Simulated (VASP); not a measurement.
The system is Ni.

```
Ni
1.0
     0.00000    1.76194    1.76194
     1.76194    0.00000    1.76194
     1.76194    1.76194    0.00000
Ni
1
Direct
  0.00000 0.00000 0.00000
```

Base run:

| Property | Result |
| --- | --- |
| Program | VASP 6.6.1 |
| Functional | r2SCAN |
| Potentials or basis | VASP PAW PBE potentials, release 64 (Ni) |
| Cutoff | 660 eV |
| k mesh | 14 × 14 × 14 |
| Occupations | fermi-dirac, width 0.003 eV |
| Spin | collinear spin, ferromagnetic start |
| Starting moments | [2.0] μB |

Its results: pressure -7.4 GPa; net moment 0.75 μB per cell; site moments Ni +0.78 μB.

Q: The run is repeated on the same cell with these changes: occupations from fermi-dirac, width 0.003 eV to fermi-dirac, width 0.1 eV. What comes out?

A: Pressure -6.9 GPa; net moment 0.74 μB per cell; site moments Ni +0.77 μB.

Caveats: the cell stands under tension; the PAW data sets were made with another functional, which shifts forces and pressure a little.
